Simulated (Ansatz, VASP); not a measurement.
## Two plane-wave programs on TiB2

```xyz
3
Lattice="3.0318 0.0000 0.0000 -1.5159 2.6781 0.0000 0.0000 0.0000 3.2242" Properties=species:S:1:pos:R:3 pbc="T T T"
Ti    0.0000    0.0000    0.0000
B     0.0000    1.7854    1.6121
B     1.5159    0.8927    1.6121
```

Change from the starting cell: strain +0.0200 x Voigt [0, 1, 0, 0, 0, 0], atoms carried along.

Alike in both runs: task single point; functional PBE; k mesh 18 × 18 × 14; occupations gaussian, width 0.15 eV; no spin polarisation.

|  | VASP | Ansatz |
| --- | --- | --- |
| version | VASP 6.6.1 | Ansatz 0.2.0 |
| potentials or method | VASP PAW PBE potentials, release 64 (Ti_sv, B), cutoff 520 eV | scalar-relativistic, plane waves, PAW |
| valence electrons in the cell | 18 | 18 |

```csv
,VASP,Ansatz,Ansatz less VASP
gap on the k mesh at the Fermi level (eV),none,none,-
pressure (GPa),-4.9,-5.1,-0.21
"traceless stress, the component that is largest in VASP (GPa)",-7.17,-7.15,+0.013
rms of the force components (eV/Å),0.019,0.018,-0.0003
```

Atom by atom the forces differ by 0.000 eV/Å (rms over components). A gap of «none» marks a metal or a gap that the smearing closes.
